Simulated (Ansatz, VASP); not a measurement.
# BN: VASP beside Ansatz

Contents of INCAR:

```
SYSTEM = BN
PREC     = Accurate       ! precision mode
ENCUT    = 520            ! plane-wave cutoff, eV
EDIFF    = 1E-6           ! SCF threshold, eV
ISMEAR   = 0              ! smearing method
SIGMA    = 0.05           ! smearing width, eV
LREAL    = .False.        ! projectors in reciprocal space
LASPH    = .True.         ! aspherical terms in the spheres
NELM     = 80             ! most SCF steps
ALGO     = Normal         ! electronic algorithm
ISIF     = 2              ! what is computed and relaxed
LWAVE    = .False.        ! write WAVECAR
LCHARG   = .False.        ! write CHGCAR
GGA      = PE             ! functional
IVDW     = 12             ! dispersion correction
NBANDS   = 21             ! bands
```

The input KPOINTS:

```
Automatic mesh
0
Gamma
  10 10 3
  0 0 0
```

POSCAR

```
BN
1.0
   -1.2530569071     -2.1703582278      0.0000000000
    1.2530569071     -2.1703582278      0.0000000000
    0.0000000000      0.0000000000     15.8846513545
B N
3 3
Direct
    1.0000000000      1.0000000000      0.3112302555
    0.3333333333      0.3333333333      0.5186558836
    0.6666666667      0.6666666667      0.1038046274
    1.0000000000      1.0000000000      0.5184720496
    0.3333333333      0.3333333333      0.1036207933
    0.6666666667      0.6666666667      0.3110464215
```

Input for Ansatz:

```yaml
crystal:
  lattice:
    - [-1.2530569071, -2.1703582278, 0.0]
    - [1.2530569071, -2.1703582278, 0.0]
    - [0.0, 0.0, 15.8846513545]
  atoms:
    - { symbol: B, position: [1.0, 1.0, 0.3112302555] }
    - { symbol: B, position: [0.3333333333, 0.3333333333, 0.5186558836] }
    - { symbol: B, position: [0.6666666667, 0.6666666667, 0.1038046274] }
    - { symbol: "N", position: [1.0, 1.0, 0.5184720496] }
    - { symbol: "N", position: [0.3333333333, 0.3333333333, 0.1036207933] }
    - { symbol: "N", position: [0.6666666667, 0.6666666667, 0.3110464215] }
basis:
  ecutwfc: 420
kpoints:
  mp_grid: { grid: [10, 10, 3] }
hamiltonian:
  xc: pbe
  dispersion: d3bj
scf:
  occupations: { method: gaussian, width: 0.05 }
output:
  forces: true
  stress: true
  eigenvalues: true
```

Alike in both runs: task single point; functional PBE; dispersion D3(BJ); k mesh 10 × 10 × 3; occupations gaussian, width 0.05 eV; no spin polarisation.

```csv
,VASP,Ansatz
version,VASP 6.6.1,Ansatz 0.2.0
potentials or method,"VASP PAW PBE potentials, release 64 (B, N), cutoff 520 eV","scalar-relativistic, plane waves, PAW"
valence electrons in the cell,24,24
```

|  | VASP | Ansatz | Ansatz less VASP |
| --- | --- | --- | --- |
| gap on the k mesh at the Fermi level (eV) | 4.39 | 4.39 | +0.007 |
| least direct gap on the mesh (eV) | 4.69 | 4.70 | +0.003 |
| rms of the force components (eV/Å) | 0.018 | 0.018 | -0.0002 |

Atom by atom the forces differ by 0.000 eV/Å (rms over components).
